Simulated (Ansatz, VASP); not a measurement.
# MnS in VASP and in Ansatz

```xyz
2
Lattice="0.0000 2.5693 2.5693 2.5693 0.0000 2.5693 2.5693 2.5693 0.0000" Properties=species:S:1:pos:R:3 pbc="T T T"
Mn    0.0000    0.0000    0.0000
S     2.5693    2.5693    2.5693
```

Alike in both runs: task single point; functional r2SCAN; dispersion D3(BJ); k mesh 9 × 9 × 9; occupations fermi-dirac, width 0.05 eV; collinear spin.

```csv
,VASP,Ansatz
version,VASP 6.6.1,Ansatz 0.2.0
potentials or method,"VASP PAW PBE potentials, release 64 (Mn_pv, S)",Ansatz PAW
plane-wave cutoff (eV),520,500
valence electrons in the cell,19,21
```

```tsv
	VASP	Ansatz	Ansatz less VASP
gap on the k mesh at the Fermi level (eV)	none	none	-
pressure (GPa)	1.6	1.6	-0.01
net moment per atom (μB)	2.46	2.46	0.000
size of the moment on the site where the two differ most (μB)	4.45	4.39	-0.063
```

VASP's potentials were made for PBE, not for r2SCAN. Site moments also hang on the region over which each program counts them. A gap of «none» marks a metal or a gap that the smearing closes. VASP's potentials hold 19 valence electrons a cell and Ansatz's 21, so a difference there can come from the potentials and not from the codes.

Noted on Ansatz's run: the magnetic or orbital state may not be the lowest.
